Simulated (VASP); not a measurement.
# AlRu (CsCl type) (Pm-3m) in VASP: notebook

The runs below take AlRu (CsCl type) through single point, with PBE.

All numbers are computed with VASP 6.6.1; they aren't measurements. Logs are shortened: lines on timing, memory, paths and dates and some standing lists are left out, and cuts for length are marked.

### 1 The cell of the first run

It takes space group Pm-3m (No. 221, cubic). Conventional cell: a = 2.693 Å, b = 2.693 Å, c = 2.693 Å, α = 90.00°, β = 90.00°, γ = 90.00°. Ru (site symmetry m-3m) has 8 Al at 2.33 Å and 6 Ru at 2.69 Å within 3.1 Å. Within 3.1 Å of Al (site symmetry m-3m) lie 8 Ru at 2.33 Å and 6 Al at 2.69 Å.

### 2 Single point, PBE (volume scaled by 0.72)

INCAR reads:

```
  PREC = Accurate
  ENCUT = 520
  EDIFF = 1E-6
  ISMEAR = -1
  SIGMA = 0.1
  LREAL = False
  LASPH = True
  NELM = 100
  ALGO = Normal
  ISIF = 2
  LWAVE = False
  LCHARG = True
  GGA = PE
  LELF = True
  LVHAR = True
  NBANDS = 16
```

KPOINTS reads:

```
Automatic mesh
0
Gamma
  13 13 13
```

POSCAR reads:

```
AlRu
1.0
    2.6928717796      0.0000000000      0.0000000000
    0.0000000000      2.6928717796      0.0000000000
    0.0000000000      0.0000000000      2.6928717796
Ru Al
1 1
Direct
    0.0000000000      0.0000000000      0.0000000000
    0.5000000000      0.5000000000      0.5000000000
```

Potentials or basis: VASP PAW PBE potentials, release 64 (Ru_pv, Al).

Run with:

```console
$ cat potpaw_PBE.64/Ru_pv/POTCAR potpaw_PBE.64/Al/POTCAR > POTCAR
$ mpirun -np 1 vasp_std > vasp.out
```

OUTCAR:

```text
PREC = Accurate
   ENCUT = 520
   EDIFF = 1E-6
   ISMEAR = -1
   LREAL = False
   LASPH = True
   NELM = 100
   ISIF = 2
   GGA = PE

 ion  position               nearest neighbor table
   1  0.000  0.000  0.000-   2 2.33   2 2.33   2 2.33   2 2.33   2 2.33   2 2.33   2 2.33   2 2.33

   2  0.500  0.500  0.500-   1 2.33   1 2.33   1 2.33   1 2.33   1 2.33   1 2.33   1 2.33   1 2.33

  LATTYP: Found a simple cubic cell.
 ALAT       =     2.6928717796

  Lattice vectors:

 A1 = (   2.6928717796,   0.0000000000,   0.0000000000)
 A2 = (   0.0000000000,   2.6928717796,   0.0000000000)
 A3 = (   0.0000000000,   0.0000000000,   2.6928717796)

Analysis of symmetry for initial positions (statically):
=====================================================================
 Subroutine PRICEL returns:
 Original cell was already a primitive cell.

 Routine SETGRP: Setting up the symmetry group for a
 simple cubic supercell.

 Subroutine GETGRP returns: Found 48 space group operations
 (whereof 48 operations were pure point group operations)
 out of a pool of 48 trial point group operations.

The static configuration has the point symmetry O_h .

Analysis of symmetry for dynamics (positions and initial velocities):
=====================================================================
 Subroutine PRICEL returns:
 Original cell was already a primitive cell.

 Routine SETGRP: Setting up the symmetry group for a
 simple cubic supercell.

 Subroutine GETGRP returns: Found 48 space group operations
 (whereof 48 operations were pure point group operations)
 out of a pool of 48 trial point group operations.

The dynamic configuration has the point symmetry O_h .

 Subroutine INISYM returns: Found 48 space group operations
 (whereof 48 operations are pure point group operations),
 and found     1 'primitive' translations

----------------------------------------------------------------------------------------

                                     Primitive cell

  volume of cell :      19.5275

  direct lattice vectors                    reciprocal lattice vectors
     2.692871780  0.000000000  0.000000000     0.371350767  0.000000000  0.000000000
     0.000000000  2.692871780  0.000000000     0.000000000  0.371350767  0.000000000
     0.000000000  0.000000000  2.692871780     0.000000000  0.000000000  0.371350767

  length of vectors
     2.692871780  2.692871780  2.692871780     0.371350767  0.371350767  0.371350767

  position of ions in fractional coordinates (direct lattice)
     0.000000000  0.000000000  0.000000000
     0.500000000  0.500000000  0.500000000

  ion indices of the primitive-cell ions
   primitive index   ion index
                 1           1
                 2           2

----------------------------------------------------------------------------------------

 KPOINTS: Automatic mesh

Automatic generation of k-mesh.
 Grid dimensions read from file:
 generate k-points for:   13   13   13

 Generating k-lattice:

  Cartesian coordinates                     Fractional coordinates (reciprocal lattice)
     0.028565444  0.000000000  0.000000000     0.076923077  0.000000000  0.000000000
     0.000000000  0.028565444  0.000000000     0.000000000  0.076923077  0.000000000
     0.000000000  0.000000000  0.028565444     0.000000000  0.000000000  0.076923077

  Length of vectors
     0.028565444  0.028565444  0.028565444

  Shift w.r.t. Gamma in fractional coordinates (k-lattice)
     0.000000000  0.000000000  0.000000000

 Subroutine IBZKPT returns following result:
 ===========================================

 Found     84 irreducible k-points:

 Following reciprocal coordinates:
            Coordinates               Weight
  0.000000  0.000000  0.000000      1.000000
  0.076923  0.000000  0.000000      6.000000
  0.153846  0.000000  0.000000      6.000000
  0.230769  0.000000  0.000000      6.000000
  0.307692  0.000000  0.000000      6.000000
  0.384615  0.000000  0.000000      6.000000
[... 16 lines left out ...]
  0.307692  0.307692  0.000000     12.000000
  0.384615  0.307692  0.000000     24.000000
 [... further k-points ...]
   k-points           NKPTS =     84   k-points in BZ     NKDIM =     84   number of bands    NBANDS=     16
   number of dos      NEDOS =    301   number of ions     NIONS =      2
   total plane-waves  NPLWV =   8000
   dimension x,y,z NGX =    20 NGY =   20 NGZ =   20
   dimension x,y,z NGXF=    40 NGYF=   40 NGZF=   40
   ions per type =               1   1
   NGX,Y,Z   is equivalent  to a cutoff of  12.35, 12.35, 12.35 a.u.
   NGXF,Y,Z  is equivalent  to a cutoff of  24.69, 24.69, 24.69 a.u.
 SYSTEM =  unknown system
   PREC   = accura    normal or accurate (medium, high low for compatibility)
   ISTART =      0    job   : 0-new  1-cont  2-samecut
   ICHARG =      2    charge: 1-file 2-atom 10-const
   ISPIN  =      1    spin polarized calculation?
   LNONCOLLINEAR =      F non collinear calculations
   LSORBIT =      F    spin-orbit coupling
   LASPH  =      T    aspherical Exc in radial PAW
   ENCUT  =  520.0 eV  38.22 Ry    6.18 a.u.   5.01  5.01  5.01*2*pi/ulx,y,z
   NELM   =    100;   NELMIN=  2; NELMDL= -5     # of ELM steps
   EDIFF  = 0.1E-05   stopping-criterion for ELM
   LREAL  =      F    real-space projection
   EDIFFG = 0.1E-04   stopping-criterion for IOM
   NSW    =      0    number of steps for IOM
   IBRION =     -1    ionic relax: 0-MD 1-quasi-New 2-CG
   NFREE  =      0    steps in history (QN), initial steepest desc. (CG)
   ISIF   =      2    stress and relaxation
   ISYM   =      2    0-nonsym 1-usesym 2-fastsym
   POTIM  = 0.5000    time-step for ionic-motion
   TEBEG  =    0.0;   TEEND  =   0.0 temperature during run
   PSTRESS=    0.0 pullay stress
   NELECT =      17.0000    total number of electrons
   NUPDOWN=      -1.0000    fix difference up-down
   EMIN   =  10.00;   EMAX   =-10.00  energy-range for DOS
   EFERMI =   0.00;   METHOD = LEGACY
   ISMEAR =    -1;   SIGMA  =   0.10  broadening in eV -4-tet -1-fermi 0-gaus
   EFERMI_NEDOS =   21; number of points for ismear=-14 and -15
   IALGO  =     38    algorithm
   IMIX   =      4    mixing-type and parameters
     AMIX     =   0.40;   BMIX     =  1.00
     AMIX_MAG =   1.60;   BMIX_MAG =  1.00
  volume/ion in A,a.u.               =       9.76        65.89
  Fermi-wavevector in a.u.,A,eV,Ry     =   1.563179  2.953981 33.246238  2.443530
  Thomas-Fermi vector in A             =   2.665989
   LORBIT       =      0    0 simple, 1 ext, 2 COOP (PROOUT), +10 PAW based schemes
   GGA     = PE    functional components
   LHFCALC =     F    Hartree Fock is set to
   AEXX    =    0.0000 exact exchange contribution
   IVDW    =     0    specifies the selected vdW correction
   LEPSILON=     F    determine dielectric tensor
   LRPA    =     F    only Hartree local field effects (RPA)
 non-spin polarized calculation
  energy-cutoff  :      520.00
  volume of cell :       19.53
 maximum number of plane-waves:       538
   NGX = 11   NGY = 11   NGZ = 11

 number of electron      17.0000011 magnetization

 Free energy of the ion-electron system (eV)
  ---------------------------------------------------
  ext. energy  EPLUGINS =         0.00000000
  ---------------------------------------------------
  free energy    TOTEN  =       -11.86783846 eV

  energy without entropy =      -11.83771879  energy(sigma->0) =      -11.85277863

 E-fermi :  15.9492     XC(G=0): -14.2763

 val. band max:       15.9452240152   @ k =   0.0769   0.0000   0.0000
 cond. band min:      16.0181021436   @ k =   0.0769   0.0769   0.0000
 fundamental gap:      0.0728781284
 Fermi energy:        15.9491533958

 k-point     1 :       0.0000    0.0000    0.0000
  band No.  band energies     occupation
      1     -26.0070      2.00000
      2     -26.0070      2.00000
      3     -26.0070      2.00000
      4       4.3040      2.00000
      5      10.1706      2.00000
      6      10.1706      2.00000
[... 8 lines left out ...]
     15      28.8151      0.00000
     16      37.4184      0.00000

 k-point     2 :       0.0769    0.0000    0.0000
  band No.  band energies     occupation
      1     -26.0460      2.00000
      2     -26.0038      2.00000
      3     -26.0038      2.00000
      4       4.4571      2.00000
      5      10.2308      2.00000
      6      10.2672      2.00000
[... 8 lines left out ...]
     15      29.3518      0.00000
     16      37.3343      0.00000

 k-point     3 :       0.1538    0.0000    0.0000
  band No.  band energies     occupation
      1     -26.1532      2.00000
      2     -25.9948      2.00000
      3     -25.9948      2.00000
      4       4.8997      2.00000
      5      10.4034      2.00000
      6      10.5180      2.00000
[... 8 lines left out ...]
     15      30.3888      0.00000
     16      36.9357      0.00000

 k-point     4 :       0.2308    0.0000    0.0000
  band No.  band energies     occupation
      1     -26.3019      2.00000
      2     -25.9821      2.00000
      3     -25.9821      2.00000
      4       5.5857      2.00000
      5      10.6634      2.00000
      6      10.7961      2.00000
[... 8 lines left out ...]
     15      31.3121      0.00000
     16      36.1127      0.00000
[... 324 lines left out ...]
 k-point    22 :       0.4615    0.2308    0.0000
  band No.  band energies     occupation
      1     -26.6108      2.00000
      2     -26.2268      2.00000
      3     -25.9245      2.00000
      4       8.7248      2.00000
      5       9.7672      2.00000
      6      12.3851      2.00000
[... 8 lines left out ...]
     15      30.9278      0.00000
     16      32.1099      0.00000

 k-point    23 :       0.3077    0.3077    0.0000
  band No.  band energies     occupation
      1     -26.4090      2.00000
      2     -26.3885      2.00000
      3     -25.9285      2.00000
      4       7.8618      2.00000
      5      10.4394      2.00000
      6      12.6583      2.00000
[... 8 lines left out ...]
     15      32.3928      0.00000
     16      33.2777      0.00000

 k-point    24 :       0.3846    0.3077    0.0000
  band No.  band energies     occupation
      1     -26.5202      2.00000
      2     -26.3813      2.00000
      3     -25.9168      2.00000
      4       8.1792      2.00000
      5      10.3418      2.00000
      6      12.9979      2.00000
[... 8 lines left out ...]
     15      31.2480      0.00000
     16      33.6310      0.00000

 [... further k-points ...]
[... 5 lines left out ...]
  --------------------------------------------------------------------------------------
  -------------------------------------------------------------------------------------
  Total       16.6317707     16.6317707     16.6317707     -0.0000000     -0.0000000     -0.0000000
  in kB     1364.5895612   1364.5895612   1364.5895612     -0.0000000     -0.0000000     -0.0000000
  external PRESSURE =    1364.5895612 kB  Pullay stress =       0.0000000 kB

 VOLUME and BASIS-vectors are now :
 -----------------------------------------------------------------------------
  energy-cutoff  :      520.00
  volume of cell :       19.53
      direct lattice vectors                 reciprocal lattice vectors
     2.692871780  0.000000000  0.000000000     0.371350767  0.000000000  0.000000000
     0.000000000  2.692871780  0.000000000     0.000000000  0.371350767  0.000000000
     0.000000000  0.000000000  2.692871780     0.000000000  0.000000000  0.371350767

 POSITION                                       TOTAL-FORCE (eV/Angst)
 -----------------------------------------------------------------------------------
      0.00000      0.00000      0.00000         0.000000      0.000000      0.000000
      1.34644      1.34644      1.34644         0.000000      0.000000      0.000000
 -----------------------------------------------------------------------------------
    total drift:                                0.000000      0.000000      0.000000

  FREE ENERGIE OF THE ION-ELECTRON SYSTEM (eV)
  ---------------------------------------------------
  free  energy   TOTEN  =       -11.8678384634 eV

  energy  without entropy=      -11.8377187923  energy(sigma->0) =      -11.85277863
```

Run time: 9.4 s. Hardware: 1 thread of Intel Xeon 6975P-C (Granite Rapids), shared host; peak memory 0.14 GiB.

What came out:

```yaml
Free_energy: -11.8678 eV
Pressure: 136.5 GPa
```

### 3 Single point, PBE (volume scaled by 0.72)

INCAR reads:

```
SYSTEM = AlRu
PREC = Accurate
ENCUT = 520
EDIFF = 1E-6
ISMEAR = -1
SIGMA = 0.1
LREAL = .False.
LASPH = .True.
NELM = 60
ALGO = Normal
ISIF = 2
LWAVE = .False.
LCHARG = .True.
GGA = PE
LELF = .True.
LVHAR = .True.
NBANDS = 16
```

KPOINTS reads:

```
Automatic mesh
0
Gamma
  13 13 13
  0 0 0
```

POSCAR is that of step 2.

Potentials or basis: VASP PAW PBE potentials, release 64 (Ru_pv, Al).

Run with:

```console
$ cat potpaw_PBE.64/Ru_pv/POTCAR potpaw_PBE.64/Al/POTCAR > POTCAR
$ mpirun -np 1 vasp_std > vasp.out
```

OUTCAR:

```text
SYSTEM = AlRu
   PREC = Accurate
   ENCUT = 520
   EDIFF = 1E-6
   ISMEAR = -1
   LREAL = .False.
   LASPH = .True.
   NELM = 60
   ISIF = 2
   GGA = PE

 ion  position               nearest neighbor table
   1  0.000  0.000  0.000-   2 2.33   2 2.33   2 2.33   2 2.33   2 2.33   2 2.33   2 2.33   2 2.33

   2  0.500  0.500  0.500-   1 2.33   1 2.33   1 2.33   1 2.33   1 2.33   1 2.33   1 2.33   1 2.33

  LATTYP: Found a simple cubic cell.
 ALAT       =     2.6928717796

[... 643 lines left out ...]

------------------------ aborting loop because EDIFF is reached ----------------------------------------

  FORCE on cell =-STRESS in cart. coord.  units (eV):
  Direction    XX          YY          ZZ          XY          YZ          ZX
  --------------------------------------------------------------------------------------
  -------------------------------------------------------------------------------------
  Total       16.6317707     16.6317707     16.6317707     -0.0000000     -0.0000000     -0.0000000
  in kB     1364.5895612   1364.5895612   1364.5895612     -0.0000000     -0.0000000     -0.0000000
  external PRESSURE =    1364.5895612 kB  Pullay stress =       0.0000000 kB

 VOLUME and BASIS-vectors are now :
 -----------------------------------------------------------------------------
  energy-cutoff  :      520.00
  volume of cell :       19.53
      direct lattice vectors                 reciprocal lattice vectors
     2.692871780  0.000000000  0.000000000     0.371350767  0.000000000  0.000000000
     0.000000000  2.692871780  0.000000000     0.000000000  0.371350767  0.000000000
     0.000000000  0.000000000  2.692871780     0.000000000  0.000000000  0.371350767

 POSITION                                       TOTAL-FORCE (eV/Angst)
 -----------------------------------------------------------------------------------
      0.00000      0.00000      0.00000         0.000000      0.000000      0.000000
      1.34644      1.34644      1.34644         0.000000      0.000000      0.000000
 -----------------------------------------------------------------------------------
    total drift:                                0.000000      0.000000      0.000000

  FREE ENERGIE OF THE ION-ELECTRON SYSTEM (eV)
  ---------------------------------------------------
  free  energy   TOTEN  =       -11.8678384634 eV

  energy  without entropy=      -11.8377187923  energy(sigma->0) =      -11.85277863
```

OSZICAR:

```text
N       E                     dE             d eps       ncg     rms          rms(c)
DAV:   1     0.126818295405E+03    0.12682E+03   -0.89992E+03  2704   0.105E+03
DAV:   2    -0.106571869085E+02   -0.13748E+03   -0.13149E+03  3176   0.313E+02
DAV:   3    -0.125441155375E+02   -0.18869E+01   -0.18824E+01  3200   0.387E+01
DAV:   4    -0.125537803093E+02   -0.96648E-02   -0.96643E-02  3360   0.296E+00
DAV:   5    -0.125538934804E+02   -0.11317E-03   -0.11317E-03  3168   0.312E-01    0.245E+01
DAV:   6    -0.119185626644E+02    0.63533E+00   -0.14892E+00  2944   0.144E+01    0.677E+00
DAV:   7    -0.118822690293E+02    0.36294E-01   -0.37740E-02  2920   0.221E+00    0.426E+00
DAV:   8    -0.118678700626E+02    0.14399E-01   -0.60653E-03  3176   0.613E-01    0.335E-01
DAV:   9    -0.118678455290E+02    0.24534E-04   -0.10889E-04  3312   0.801E-02    0.143E-01
DAV:  10    -0.118678379649E+02    0.75641E-05   -0.17103E-05  3224   0.299E-02    0.886E-03
DAV:  11    -0.118678384634E+02   -0.49853E-06   -0.50269E-07  2448   0.587E-03
   1 F= -.11867838E+02 E0= -.11852779E+02  d E =-.301197E-01
```

stdout:

```text
POSCAR found type information on POSCAR RuAl
 POSCAR found :  2 types and       2 ions
 scaLAPACK will be used
 LDA part: xc-table for (Slater+PW92), standard interpolation
 POSCAR, INCAR and KPOINTS ok, starting setup
 FFT: planning ... GRIDC
 FFT: planning ... GRID_SOFT
 FFT: planning ... GRID
 WAVECAR not read
 entering main loop
```

It took 11 s on 1 thread of Intel Xeon 6975P-C (Granite Rapids), shared host; peak memory 0.13 GiB.

What came out:

```yaml
Free_energy: -11.8678 eV
Pressure: 136.5 GPa
```

### 4 Single point, PBE (volume scaled by 0.8)

INCAR reads:

```
PREC = Accurate ; ENCUT = 520
EDIFF = 1E-6 ; ISMEAR = -1
SIGMA = 0.1 ; LREAL = F
LASPH = T ; NELM = 100
ALGO = Normal ; ISIF = 2
LWAVE = F ; LCHARG = F
GGA = PE ; NBANDS = 16
```

KPOINTS reads:

```
regular mesh
0
Gamma
  13 13 13
```

POSCAR reads:

```
AlRu
1.0
    2.7891262426      0.0000000000      0.0000000000
    0.0000000000      2.7891262426      0.0000000000
    0.0000000000      0.0000000000      2.7891262426
Ru Al
1 1
Direct
    0.0000000000      0.0000000000      0.0000000000
    0.5000000000      0.5000000000      0.5000000000
```

Run with:

```console
$ cat potpaw_PBE.64/Ru_pv/POTCAR potpaw_PBE.64/Al/POTCAR > POTCAR
$ mpirun -np 1 vasp_std > vasp.out
```

Run time: 12 s. Hardware: 1 thread of Intel Xeon 6975P-C (Granite Rapids), shared host; peak memory 0.15 GiB.

The run converged. Its results:

```
Free energy : -13.2601 eV
Pressure    : 73.9 GPa
```

Levels at points of the mesh, in eV from the Fermi level:
| k point | band 7 | band 8 | band 9 | band 10 | band 11 | band 12 |
| --- | --- | --- | --- | --- | --- | --- |
| (0.00, 0.00, 0.00) | 0.20 | 0.20 | 0.20 | 7.16 | 7.16 | 7.16 |
